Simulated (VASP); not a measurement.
Set up this calculation in VASP 6.6.1, as the native input.

| Item | Value |
| --- | --- |
| Task | single point |
| Functional | PBE |
| Potentials or basis | VASP PAW PBE potentials, release 64 (Al, Cu) |
| Cutoff | 520 eV |
| k mesh | 12 × 12 × 12 |
| Occupations | fermi-dirac, width 0.05 eV |
| Spin | no spin polarisation |
| Dipole correction | no |
| Further INCAR settings | ALGO = Normal; EDIFF = 1e-07; NBANDS = 26 |

The structure of Al2Cu lies in POSCAR:

```
Al2Cu
1.0
   -3.0335000000      3.0335000000      2.3897300000
    3.0335000000     -3.0335000000      2.3897300000
    3.0335000000      3.0335000000     -2.3897300000
Al Cu
4 2
Direct
    0.6575113761      0.1575113761      0.8150227522
    0.1575113761      0.3424886239      0.5000000000
    0.3424886239      0.8424886239      0.1849772478
    0.8424886239      0.6575113761      0.5000000000
    0.2500000000      0.2500000000      0.0000000000
    0.7500000000      0.7500000000      0.0000000000
```

This cell differs from its parent crystal: z stretched by -2 %, then relaxed in part.

These files were run (other wordings do the same):

INCAR

```
SYSTEM = Al2Cu
ALGO = Normal ; EDIFF = 1E-7
ENCUT = 520 ; GGA = PE
ISIF = 2 ; ISMEAR = -1
LASPH = .TRUE. ; LCHARG = .TRUE.
LELF = .TRUE. ; LREAL = .FALSE.
LVHAR = .TRUE. ; LWAVE = .FALSE.
NBANDS = 26 ; NELM = 60
PREC = Accurate ; SIGMA = 0.05
```

KPOINTS

```
k-points
0
G
  12 12 12
  0 0 0
```

Potentials or basis: VASP PAW PBE potentials, release 64 (Al, Cu).

Launch:

```bash
$ cat potpaw_PBE.64/Al/POTCAR potpaw_PBE.64/Cu/POTCAR > POTCAR
$ mpirun -np 1 vasp_std > vasp.out
```

Results of the run:

```yaml
Pressure: 1.9 GPa
Largest_force: 0.009 eV/Å
Band_gap_on_the_k_mesh: zero (bands 17 and 18 overlap by 4.44 eV)
```

Caveat: the cell differs from its parent crystal (z stretched by -2 %, then relaxed in part).

Run time: 10 min on 1 thread of Oxide Virtual Turin-like Processor (shared host), peak memory 0.42 GiB.
